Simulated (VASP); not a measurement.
The system is Ag3Au.

```
Ag Au
1.0
     4.11109    0.00000    0.00000
     0.00000    4.11109    0.00000
     0.00000    0.00000    4.11109
Ag Au
3 1
Cartesian
  2.0555 0.0000 2.0555
  0.0000 2.0555 2.0555
  2.0555 2.0555 0.0000
  0.0000 0.0000 0.0000
```

| Quantity | Value |
| --- | --- |
| Program | VASP 6.6.1 |
| Task | relaxation of volume and atoms at fixed shape |
| Functional | PBEsol |
| Potentials or basis | VASP PAW PBE potentials, release 64 (Ag, Au) |
| Cutoff | 600 eV |
| k mesh | 5 × 5 × 5 |
| Occupations | fermi-dirac, width 0.05 eV |
| Spin | no spin polarisation |

At the start: pressure -3.8 GPa; volume 17.37 Å³/atom.

**Question.** How do energy, volume and symmetry change on relaxing?

**Answer.** Over 3 steps the energy falls by 6.9 meV/atom and the volume is 16.81 Å³/atom (-3.2 %); space group Pm-3m (No. 221, to 0.05 Å).

Step by step:
```
step  energy change (eV)  largest force (eV/Å)  pressure (GPa)  volume (Å³)
   1              0.0000                0.0000           -3.83        69.48
   2             -0.0056                0.0000            3.93        65.39
   3             -0.0277                0.0000           -0.02        67.26
```

Final structure:
```
CELL_PARAMETERS angstrom
4.06675 0.00000 0.00000
0.00000 4.06675 0.00000
0.00000 0.00000 4.06675
ATOMIC_POSITIONS crystal
Ag 0.50000 0.00000 0.50000
Ag 0.00000 0.50000 0.50000
Ag 0.50000 0.50000 0.00000
Au 0.00000 0.00000 0.00000
```

Caveat: the PAW data sets were made with another functional, which shifts forces and pressure a little.
